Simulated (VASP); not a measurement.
Runs of VASP 6.6.1 on Ca. The structure is cubic, space group Fm-3m (No. 225). Conventional cell: a = 5.567 Å, b = 5.567 Å, c = 5.567 Å, α = 90.00°, β = 90.00°, γ = 90.00°. Within 5.2 Å of Ca (site symmetry m-3m) lie 12 Ca at 3.94 Å. 

| smearing | gap on the mesh (eV) | pressure (GPa) |
| --- | --- | --- |
| gaussian 0.03 eV | none | 0.0 |
| gaussian 0.6 eV | none | 0.1 |
| gaussian 0.3 eV | none | 0.1 |
| methfessel-paxton 0.01 eV | none | 0.0 |
| methfessel-paxton 0.03 eV | none | 0.0 |
| gaussian 0.1 eV | none | 0.0 |
| fermi-dirac 0.6 eV | none | (a) |
| methfessel-paxton 0.1 eV | none | 0.0 |
| gaussian 0.2 eV | none | 0.0 |
| fermi-dirac 1 eV | none | 1.6 |
| gaussian 1 eV | none | 0.3 |
| gaussian 0.01 eV | none | 0.0 |

Alike in all rows: task single point; level r2SCAN; potentials or basis VASP PAW PBE potentials, release 64 (Ca_sv); no spin polarisation; cell as given; k mesh 10 × 10 × 10; cutoff (eV) 520.

Problem. Estimate the missing entries.

Solution. (a) 0.6.

Caveats: the PAW data sets were made with another functional, which shifts forces and pressure a little; so wide a smearing shifts energies and pressures (at least some runs).

A gap of «none» marks levels without a gap at the run's occupations.
